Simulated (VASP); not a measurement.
Here is a VASP 6.6.1 calculation.

INCAR

```
ALGO = Normal
EDIFF = 1E-6
ENCUT = 520
GGA = PS
GGA_COMPAT = False
ISIF = 2
ISMEAR = -1
ISPIN = 2
LASPH = True
LCHARG = False
LMAXMIX = 4
LORBIT = 11
LREAL = Auto
LWAVE = False
MAGMOM = 0 0 0 0 0 0 0 0 0.333 0.333 0 0 0 0 0 0 0 0 0 0 0 0 0 0 0 0 0 0 0 0 0 0 0 0 0 0 0 0 0 0.333
NBANDS = 190
NELM = 200
PREC = Accurate
SIGMA = 0.05
```

File KPOINTS:

```
k-points
0
Gamma
  1 1 1
```

Contents of POSCAR:

```
Ba8Zr8SbO23
1.0
    8.3619610000      0.0000000000      0.0000000000
    0.0000000000      8.3619610000      0.0000000000
    0.0000000000      0.0000000000      8.3619610000
Ba Zr O Sb
8 8 23 1
Direct
    0.9863910000      0.9848330000      0.9984720000
    0.9768460000      0.9759940000      0.4986530000
    0.9864430000      0.5156820000      0.9987450000
    0.9783800000      0.5208530000      0.4993240000
    0.5067940000      0.9848270000      0.0010690000
    0.5076940000      0.9938370000      0.5002160000
    0.5070300000      0.5148370000      0.9988180000
    0.5038950000      0.5062760000      0.5000760000
    0.2416130000      0.2515140000      0.1953520000
    0.2462030000      0.2494890000      0.8011130000
    0.2454110000      0.7507920000      0.2434980000
    0.2460030000      0.7501110000      0.7550790000
    0.7453520000      0.2493100000      0.2488720000
    0.7466600000      0.2495310000      0.7506940000
    0.7440350000      0.7487580000      0.2496760000
    0.7444900000      0.7492580000      0.7494140000
    0.3744640000      0.2500640000      0.9997230000
    0.2243600000      0.7491720000      0.9990000000
    0.2529570000      0.7497800000      0.4990670000
    0.7231160000      0.2484560000      0.9999180000
    0.7973130000      0.2496250000      0.4993290000
    0.7549750000      0.7493310000      0.9995880000
    0.7341840000      0.7480800000      0.4995100000
    0.0016730000      0.2507300000      0.1889700000
    0.0055260000      0.2507030000      0.8116350000
    0.9939190000      0.7482110000      0.2626870000
    0.9944150000      0.7498550000      0.7363880000
    0.5064370000      0.2482990000      0.2884820000
    0.5097630000      0.2501800000      0.7135310000
    0.4968400000      0.7501300000      0.2416130000
    0.4976470000      0.7495600000      0.7567710000
    0.2464580000      0.9974380000      0.2078700000
    0.2520020000      0.9980040000      0.7918980000
    0.2490460000      0.5013430000      0.2059100000
    0.2507810000      0.5021390000      0.7891530000
    0.7523880000      0.9975650000      0.2548550000
    0.7521900000      0.9977700000      0.7447830000
    0.7506200000      0.5008350000      0.2541590000
    0.7533910000      0.5010370000      0.7450190000
    0.2266580000      0.2472210000      0.4981740000
```

Potentials or basis: VASP PAW PBE potentials, release 64 (Ba_sv, Zr_sv, O, Sb).

The run is started by

```bash
$ cat potpaw_PBE.64/Ba_sv/POTCAR potpaw_PBE.64/Zr_sv/POTCAR potpaw_PBE.64/O/POTCAR potpaw_PBE.64/Sb/POTCAR > POTCAR
$ mpirun -np 1 vasp_gam > vasp.out
```

(1) What does it give for the site moments?

(2) What does it give for the pressure?

(3) Predict the largest force.

(4) What does it give for the net moment?

Results:

(1) Ba +0.00, +0.03, -0.00, +0.02, +0.01 (each value once); Zr +0.00, -0.00, +0.01 (each value once); O -0.00, +0.00, +0.03, +0.04, +0.06 (each value once); Sb +0.28 μB.

(2) 9.3 GPa.

(3) 0.858 eV/Å.

(4) 0.99 μB per cell.

Caveat: the k points lie up to 0.75 Å⁻¹ apart; the PAW data sets were made with another functional, which shifts forces and pressure a little.
